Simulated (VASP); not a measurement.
Wanted: the native input for a VASP 6.6.1 run.

```
Task                   : single point
Functional             : PBE
Potentials or basis    : VASP PAW PBE potentials, release 64 (B, As)
Cutoff                 : 520 eV
k mesh                 : 6 × 6 × 4
Occupations            : gaussian, width 0.2 eV
Spin                   : no spin polarisation
Dipole correction      : no
Further INCAR settings : ALGO = Normal; EDIFF = 1e-07; NBANDS = 22
```

The structure of B5As2 lies in POSCAR:

```
B5As2
1.0
    3.1492282855      0.0001158823     -0.0000217452
   -1.5747587559      2.9330450467     -0.0843997306
   -0.0005494159     -0.2734912990      8.4317746553
B As
5 2
Direct
    0.0000944106      0.0000138467      0.9999936115
    0.7303602859      0.4607346253      0.9444107173
    0.2695642418      0.5392666908      0.0556006037
   -0.0053578369     -0.0106896797      0.3991671324
    1.0053460489      1.0106817538      0.6008290841
    0.6898052538      0.3795480982      0.6977246010
    0.3101875958      0.6204446651      0.3022742499
```

These files were run (other wordings do the same):

INCAR

```
SYSTEM = B5As2
ALGO = Normal
EDIFF = 1E-7
ENCUT = 520
GGA = PE
ISIF = 2
ISMEAR = 0
LASPH = .TRUE.
LCHARG = .TRUE.
LELF = .TRUE.
LREAL = .FALSE.
LVHAR = .TRUE.
LWAVE = .FALSE.
NBANDS = 22
NELM = 80
PREC = Accurate
SIGMA = 0.2
```

KPOINTS

```
k-points
0
G
  6 6 4
  0 0 0
```

Potentials or basis: VASP PAW PBE potentials, release 64 (B, As).

Launch:

```bash
$ cat potpaw_PBE.64/B/POTCAR potpaw_PBE.64/As/POTCAR > POTCAR
$ mpirun -np 1 vasp_std > vasp.out
```

It gave:

```json
{
 "Pressure": "0.5 GPa",
 "Largest force": "0.049 eV/Å"
}
```

Caveat: the k points lie up to 0.38 Å⁻¹ apart.

Wall time 68 s on 1 thread of Intel(R) Xeon(R) Platinum 8559C (Emerald Rapids) (shared host), peak memory 0.25 GiB.
